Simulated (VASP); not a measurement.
# Sn in VASP: notebook

Sn is run at these levels: PBEsol, revPBE, RPBE; tasks: single point.

All numbers are computed with VASP 6.6.1; they aren't measurements. Logs are shortened: lines on timing, memory, paths and dates and some standing lists are left out, and cuts for length are marked.

## (1) The cell of the first run

It takes space group I4/mmm (No. 139, tetragonal). The conventional cell has a = 3.302 Å, b = 3.302 Å, c = 4.508 Å, α = 90.00°, β = 90.00°, γ = 90.00°. Within 4.3 Å of Sn (site symmetry 4/mmm) lie 12 Sn at 3.25 to 3.30 Å.

## (2) Single point, PBEsol

File INCAR:

```
ALGO     = Normal         # electronic algorithm
EDIFF    = 1E-6           # SCF threshold, eV
ENCUT    = 520            # plane-wave cutoff, eV
GGA      = PS             # functional
ISIF     = 2              # what is computed and relaxed
ISMEAR   = -1             # smearing method
LASPH    = T              # aspherical terms in the spheres
LCHARG   = T              # write CHGCAR
LELF     = T              # ELF
LREAL    = F              # projectors in reciprocal space
LVHAR    = T            
LWAVE    = F              # write WAVECAR
NBANDS   = 13             # bands
NELM     = 100            # most SCF steps
PREC     = Accurate       # precision mode
SIGMA    = 0.05           # smearing width, eV
```

File KPOINTS:

```
k-points
0
Gamma
  11 11 11
```

File POSCAR:

```
Sn
1.0
   -1.6511307275      1.6511718923      2.2538209561
    1.6511307275     -1.6511718923      2.2538209561
    1.6511307275      1.6511718923     -2.2538209561
Sn
1
Direct
    0.0000000000      0.0000000000      0.0000000000
```

Potentials or basis: VASP PAW PBE potentials, release 64 (Sn_d).

The run is started by

```bash
$ cat potpaw_PBE.64/Sn_d/POTCAR > POTCAR
$ mpirun -np 1 vasp_std > vasp.out
```

OUTCAR:

```text
EDIFF = 1E-6
   ENCUT = 520
   GGA = PS
   ISIF = 2
   ISMEAR = -1
   LASPH = T
   LREAL = F
   NELM = 100
   PREC = Accurate

 ion  position               nearest neighbor table
   1  0.000  0.000  0.000-

  LATTYP: Found a body centered orthorhombic cell.
 ALAT       =     3.3022614550
 B/A-ratio  =     1.0000249313
 C/A-ratio  =     1.3650166632

  Lattice vectors:

 A1 = (  -1.6511307275,   1.6511718923,   2.2538209561)
 A2 = (   1.6511307275,  -1.6511718923,   2.2538209561)
 A3 = (   1.6511307275,   1.6511718923,  -2.2538209561)

Analysis of symmetry for initial positions (statically):
=====================================================================
 Subroutine PRICEL returns:
 Original cell was already a primitive cell.

 Routine SETGRP: Setting up the symmetry group for a
 body centered orthorhombic supercell.

 Subroutine GETGRP returns: Found  8 space group operations
 (whereof  8 operations were pure point group operations)
 out of a pool of  8 trial point group operations.

The static configuration has the point symmetry D_2h.

Analysis of symmetry for dynamics (positions and initial velocities):
=====================================================================
 Subroutine PRICEL returns:
 Original cell was already a primitive cell.

 Routine SETGRP: Setting up the symmetry group for a
 body centered orthorhombic supercell.

 Subroutine GETGRP returns: Found  8 space group operations
 (whereof  8 operations were pure point group operations)
 out of a pool of  8 trial point group operations.

The dynamic configuration has the point symmetry D_2h.

 Subroutine INISYM returns: Found  8 space group operations
 (whereof  8 operations are pure point group operations),
 and found     1 'primitive' translations

----------------------------------------------------------------------------------------

                                     Primitive cell

  volume of cell :      24.5784

  direct lattice vectors                    reciprocal lattice vectors
    -1.651130728  1.651171892  2.253820956     0.000000000  0.302815232  0.221845484
     1.651130728 -1.651171892  2.253820956     0.302822782  0.000000000  0.221845484
     1.651130728  1.651171892 -2.253820956     0.302822782  0.302815232  0.000000000

  length of vectors
     3.245352092  3.245352092  3.245352092     0.375383116  0.375389206  0.428250747

  position of ions in fractional coordinates (direct lattice)
     0.000000000  0.000000000  0.000000000

  ion indices of the primitive-cell ions
   primitive index   ion index
                 1           1

----------------------------------------------------------------------------------------

 KPOINTS: k-points

Automatic generation of k-mesh.
 Grid dimensions read from file:
 generate k-points for:   11   11   11

 Generating k-lattice:

  Cartesian coordinates                     Fractional coordinates (reciprocal lattice)
     0.000000000  0.027528657  0.020167771     0.090909091  0.000000000 -0.000000000
     0.027529344  0.000000000  0.020167771     0.000000000  0.090909091 -0.000000000
     0.027529344  0.027528657  0.000000000     0.000000000  0.000000000  0.090909091

  Length of vectors
     0.034125738  0.034126291  0.038931886

  Shift w.r.t. Gamma in fractional coordinates (k-lattice)
     0.000000000  0.000000000  0.000000000

 Subroutine IBZKPT returns following result:
 ===========================================

 Found    216 irreducible k-points:

 Following reciprocal coordinates:
            Coordinates               Weight
  0.000000  0.000000  0.000000      1.000000
  0.090909 -0.000000  0.000000      4.000000
  0.181818  0.000000  0.000000      4.000000
  0.272727  0.000000  0.000000      4.000000
  0.363636  0.000000 -0.000000      4.000000
  0.454545 -0.000000  0.000000      4.000000
[... 16 lines left out ...]
  0.454545  0.181818  0.000000      8.000000
 -0.454545  0.181818 -0.000000      8.000000
 [... further k-points ...]
   k-points           NKPTS =    216   k-points in BZ     NKDIM =    216   number of bands    NBANDS=     13
   number of dos      NEDOS =    301   number of ions     NIONS =      1
   total plane-waves  NPLWV =  13824
   dimension x,y,z NGX =    24 NGY =   24 NGZ =   24
   dimension x,y,z NGXF=    48 NGYF=   48 NGZF=   48
   ions per type =               1
   NGX,Y,Z   is equivalent  to a cutoff of  12.29, 12.29, 12.29 a.u.
   NGXF,Y,Z  is equivalent  to a cutoff of  24.59, 24.59, 24.59 a.u.
 SYSTEM =  unknown system
   PREC   = accura    normal or accurate (medium, high low for compatibility)
   ISTART =      0    job   : 0-new  1-cont  2-samecut
   ICHARG =      2    charge: 1-file 2-atom 10-const
   ISPIN  =      1    spin polarized calculation?
   LNONCOLLINEAR =      F non collinear calculations
   LSORBIT =      F    spin-orbit coupling
   LASPH  =      T    aspherical Exc in radial PAW
   ENCUT  =  520.0 eV  38.22 Ry    6.18 a.u.   6.03  6.03  6.03*2*pi/ulx,y,z
   NELM   =    100;   NELMIN=  2; NELMDL= -5     # of ELM steps
   EDIFF  = 0.1E-05   stopping-criterion for ELM
   LREAL  =      F    real-space projection
   EDIFFG = 0.1E-04   stopping-criterion for IOM
   NSW    =      0    number of steps for IOM
   IBRION =     -1    ionic relax: 0-MD 1-quasi-New 2-CG
   NFREE  =      0    steps in history (QN), initial steepest desc. (CG)
   ISIF   =      2    stress and relaxation
   ISYM   =      2    0-nonsym 1-usesym 2-fastsym
   POTIM  = 0.5000    time-step for ionic-motion
   TEBEG  =    0.0;   TEEND  =   0.0 temperature during run
   PSTRESS=    0.0 pullay stress
   NELECT =      14.0000    total number of electrons
   NUPDOWN=      -1.0000    fix difference up-down
   EMIN   =  10.00;   EMAX   =-10.00  energy-range for DOS
   EFERMI =   0.00;   METHOD = LEGACY
   ISMEAR =    -1;   SIGMA  =   0.05  broadening in eV -4-tet -1-fermi 0-gaus
   EFERMI_NEDOS =   21; number of points for ismear=-14 and -15
   IALGO  =     38    algorithm
   IMIX   =      4    mixing-type and parameters
     AMIX     =   0.40;   BMIX     =  1.00
     AMIX_MAG =   1.60;   BMIX_MAG =  1.00
  volume/ion in A,a.u.               =      24.58       165.86
  Fermi-wavevector in a.u.,A,eV,Ry     =   1.357062  2.564476 25.056736  1.841618
  Thomas-Fermi vector in A             =   2.484013
   LORBIT       =      0    0 simple, 1 ext, 2 COOP (PROOUT), +10 PAW based schemes
   GGA     = PS    functional components
   LHFCALC =     F    Hartree Fock is set to
   AEXX    =    0.0000 exact exchange contribution
   IVDW    =     0    specifies the selected vdW correction
   LEPSILON=     F    determine dielectric tensor
   LRPA    =     F    only Hartree local field effects (RPA)
 non-spin polarized calculation
  energy-cutoff  :      520.00
  volume of cell :       24.58
 maximum number of plane-waves:       674
   NGX = 13   NGY = 13   NGZ = 13

 number of electron      13.9999998 magnetization

 Free energy of the ion-electron system (eV)
  ---------------------------------------------------
  ext. energy  EPLUGINS =         0.00000000
  ---------------------------------------------------
  free energy    TOTEN  =        -4.21173192 eV

  energy without entropy =       -4.20633448  energy(sigma->0) =       -4.20903320

 E-fermi :   9.2310     XC(G=0): -10.9822

 val. band max:        9.2288250744   @ k =  -0.3636   0.4545   0.0909
 cond. band min:       9.2793524821   @ k =  -0.3636   0.1818   0.0000
 fundamental gap:      0.0505274077
 Fermi energy:         9.2310173004

 k-point     1 :       0.0000    0.0000    0.0000
  band No.  band energies     occupation
      1     -12.2615      2.00000
      2     -12.2615      2.00000
      3     -12.2316      2.00000
      4     -12.1607      2.00000
      5     -12.1263      2.00000
      6      -2.6682      2.00000
      7      17.7477      0.00000
      8      17.8336      0.00000
      9      17.8343      0.00000
     10      19.9900      0.00000
     11      21.7328      0.00000
     12      21.7334      0.00000
     13      21.8702      0.00000

 k-point     2 :       0.0909   -0.0000    0.0000
  band No.  band energies     occupation
      1     -12.2579      2.00000
      2     -12.2521      2.00000
      3     -12.2263      2.00000
      4     -12.1597      2.00000
      5     -12.1278      2.00000
      6      -2.4827      2.00000
      7      15.8580      0.00000
      8      17.4775      0.00000
      9      17.5178      0.00000
     10      19.5484      0.00000
     11      22.2865      0.00000
     12      22.3112      0.00000
     13      23.5000      0.00000

 k-point     3 :       0.1818    0.0000    0.0000
  band No.  band energies     occupation
      1     -12.2537      2.00000
      2     -12.2374      2.00000
      3     -12.2137      2.00000
      4     -12.1464      2.00000
      5     -12.1249      2.00000
      6      -1.9242      2.00000
      7      12.6926      0.00000
      8      16.7751      0.00000
      9      16.9912      0.00000
     10      19.3592      0.00000
     11      22.4973      0.00000
     12      22.6072      0.00000
     13      23.5777      0.00000
[... 305 lines left out ...]
 k-point    23 :       0.4545    0.1818    0.0000
  band No.  band energies     occupation
      1     -12.2758      2.00000
      2     -12.2123      2.00000
      3     -12.1802      2.00000
      4     -12.0889      2.00000
      5     -12.0420      2.00000
      6       2.7865      2.00000
      7       4.8480      2.00000
      8      11.4002      0.00000
      9      14.1778      0.00000
     10      17.2047      0.00000
     11      22.6721      0.00000
     12      23.9065      0.00000
     13      25.6212      0.00000

 k-point    24 :      -0.4545    0.1818   -0.0000
  band No.  band energies     occupation
      1     -12.2856      2.00000
      2     -12.2191      2.00000
      3     -12.1717      2.00000
      4     -12.1041      2.00000
      5     -12.0371      2.00000
      6       1.4000      2.00000
      7       6.7182      2.00000
      8      12.1847      0.00000
      9      13.7937      0.00000
     10      16.9169      0.00000
     11      22.7719      0.00000
     12      23.6686      0.00000
     13      25.0534      0.00000

 [... further k-points ...]

------------------------ aborting loop because EDIFF is reached ----------------------------------------

  FORCE on cell =-STRESS in cart. coord.  units (eV):
  Direction    XX          YY          ZZ          XY          YZ          ZX
  --------------------------------------------------------------------------------------
  -------------------------------------------------------------------------------------
  Total        0.7591740      0.7587543      0.7551458      0.0000000      0.0000000      0.0000000
  in kB       49.4878714     49.4605082     49.2252865      0.0000000      0.0000000      0.0000000
  external PRESSURE =      49.3912220 kB  Pullay stress =       0.0000000 kB

 VOLUME and BASIS-vectors are now :
 -----------------------------------------------------------------------------
  energy-cutoff  :      520.00
  volume of cell :       24.58
      direct lattice vectors                 reciprocal lattice vectors
    -1.651130728  1.651171892  2.253820956     0.000000000  0.302815232  0.221845484
     1.651130728 -1.651171892  2.253820956     0.302822782  0.000000000  0.221845484
     1.651130728  1.651171892 -2.253820956     0.302822782  0.302815232  0.000000000

 POSITION                                       TOTAL-FORCE (eV/Angst)
 -----------------------------------------------------------------------------------
      0.00000      0.00000      0.00000         0.000000      0.000000      0.000000
 -----------------------------------------------------------------------------------
    total drift:                               -0.000000      0.000000      0.000000

  FREE ENERGIE OF THE ION-ELECTRON SYSTEM (eV)
  ---------------------------------------------------
  free  energy   TOTEN  =        -4.2117319189 eV

  energy  without entropy=       -4.2063344778  energy(sigma->0) =       -4.20903320
```

It took 19 s on 1 thread of Intel Xeon 6975P-C (Granite Rapids), shared host; peak memory 0.19 GiB.

Results:

| Property | Result |
| --- | --- |
| Free energy | -4.2117 eV |
| Pressure | 4.9 GPa |
| Band gap on the k mesh | zero (bands 7 and 8 overlap by 10.65 eV) |

Caveat: the cell stands under pressure; the PAW data sets were made with another functional, which shifts forces and pressure a little; spin-orbit coupling is left out, which moves the levels of the heavy elements.

## (3) Single point, revPBE

This run uses another cell than the first one, of 28.65 Å³/atom.

File INCAR:

```
SYSTEM = Sn
ALGO = Normal ; EDIFF = 1E-6
ENCUT = 520 ; GGA = RE
ISIF = 2 ; ISMEAR = -1
LASPH = .True. ; LCHARG = .True.
LELF = .True. ; LREAL = .False.
LVHAR = .True. ; LWAVE = .False.
NBANDS = 13 ; NELM = 60
PREC = Accurate ; SIGMA = 0.05
```

File KPOINTS:

```
k-points
0
Gamma
  11 11 11
  0 0 0
```

File POSCAR:

```
Sn
1.0
   -1.7377885500      1.7371393684      2.3730127359
    1.7377885500     -1.7371393684      2.3730127359
    1.7377885500      1.7371393684     -2.3730127359
Sn
1
Direct
    0.0000000000      0.0000000000      0.0000000000
```

Potentials or basis: VASP PAW PBE potentials, release 64 (Sn_d).

The run is started by

```bash
$ cat potpaw_PBE.64/Sn_d/POTCAR > POTCAR
$ mpirun -np 1 vasp_std > vasp.out
```

Run time: 55 s. Hardware: 1 thread of Intel Xeon Platinum 8259CL at 2.50GHz (Skylake/Cascade Lake), shared host; peak memory 0.21 GiB.

The run converged. Its results:

```
Free energy            : -3.4886 eV
Pressure               : 0.0 GPa
Band gap on the k mesh : zero (bands 7 and 8 overlap by 9.03 eV)
```

Levels at points of the mesh, in eV from the Fermi level:
```tsv
k point	band 3	band 4	band 5	band 6	band 7	band 8	band 9	band 10	band 11	band 12
(0.00, 0.00, 0.00)	-21.58	-21.54	-21.52	-10.75	7.27	7.33	7.33	10.52	11.44	11.45
```

Caveat: the PAW data sets were made with another functional, which shifts forces and pressure a little; spin-orbit coupling is left out, which moves the levels of the heavy elements.

(Continued in part 2 of 2.)
